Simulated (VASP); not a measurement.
Set up this calculation in VASP 6.6.1, as the native input.

```yaml
Task: single point
Functional: PBE
Potentials_or_basis: VASP PAW PBE potentials, release 64 (Ba_sv)
Cutoff: 520 eV
k_mesh: 3 × 3 × 4
Occupations: gaussian, width 0.1 eV
Spin: no spin polarisation
Dipole_correction: no
Further_INCAR_settings: ALGO = Normal; EDIFF = 1e-06; NBANDS = 17
```

The structure of Ba lies in POSCAR:

```
Ba
1.0
    6.4052841500      0.0000000000      0.0000000000
   -3.2026420800      5.5471387900      0.0000000000
    0.0000000000      0.0000000000      5.4776597000
Ba
2
Direct
    0.0000000000      0.0000000000      0.2666746400
    0.0000000000      0.0000000000      0.7333253600
```

The input as run:

INCAR

```
SYSTEM = Ba
ALGO     = Normal         ! electronic algorithm
EDIFF    = 1E-6           ! SCF threshold, eV
ENCUT    = 520            ! plane-wave cutoff, eV
GGA      = PE             ! functional
ISIF     = 2              ! what is computed and relaxed
ISMEAR   = 0              ! smearing method
LASPH    = .TRUE.         ! aspherical terms in the spheres
LCHARG   = .FALSE.        ! write CHGCAR
LREAL    = .FALSE.        ! projectors in reciprocal space
LWAVE    = .FALSE.        ! write WAVECAR
NBANDS   = 17             ! bands
NELM     = 80             ! most SCF steps
PREC     = Accurate       ! precision mode
SIGMA    = 0.1            ! smearing width, eV
```

KPOINTS

```
k-points
0
G
  3 3 4
  0 0 0
```

Potentials or basis: VASP PAW PBE potentials, release 64 (Ba_sv).

Launch:

```sh
$ cat potpaw_PBE.64/Ba_sv/POTCAR > POTCAR
$ mpirun -np 1 vasp_std > vasp.out
```

It gave:

```json
{
  "Pressure": "5.9 GPa",
  "Largest force": "6.379 eV/Å",
  "Band gap on the k mesh": "zero (band 10 reaches 0.93 eV, above the bottom of band 11 at -0.74 eV)"
}
```

Caveat: the k points lie up to 0.38 Å⁻¹ apart; spin-orbit coupling is left out, which moves the levels of the heavy elements; forces of over 1 eV/Å act on the atoms, so gaps and moduli don't describe the material at rest.

It took 19 s on 1 thread of Intel(R) Xeon(R) 6975P-C (Granite Rapids), on a shared host, peak memory 0.28 GiB.
